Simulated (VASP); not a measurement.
Input of a VASP 6.6.1 run:

The input INCAR:

```
SYSTEM = Ti3C
PREC = Accurate
ENCUT = 520
EDIFF = 1E-7
ISMEAR = 0
SIGMA = 0.1
LREAL = .FALSE.
LASPH = .TRUE.
NELM = 100
ALGO = Normal
ISIF = 2
LWAVE = .FALSE.
LCHARG = .TRUE.
GGA = PE
LELF = .TRUE.
LVHAR = .TRUE.
NBANDS = 28
```

File KPOINTS:

```
Automatic mesh
0
G
  12 12 6
  0 0 0
```

POSCAR

```
Ti3C
1.0
    3.0439368081      0.0000000000      0.0000000000
   -1.5219684041      2.6361266033      0.0000000000
    0.0000000000      0.0000000000      7.1791606919
Ti C
3 1
Direct
    0.3333333333      0.6666666667      0.1626606550
    0.6666666667      0.3333333333      0.8373393450
    0.0000000000      0.0000000000      0.5000000000
    0.0000000000      0.0000000000      0.0000000000
```

Potentials or basis: VASP PAW PBE potentials, release 64 (Ti_sv, C).

Run with:

```sh
$ cat potpaw_PBE.64/Ti_sv/POTCAR potpaw_PBE.64/C/POTCAR > POTCAR
$ mpirun -np 1 vasp_std > vasp.out
```

(1) Predict the band gap on the k mesh.

(2) Predict the largest force.

Results:

(1) zero (bands 20 and 21 overlap by 1.09 eV).

(2) 0.026 eV/Å.
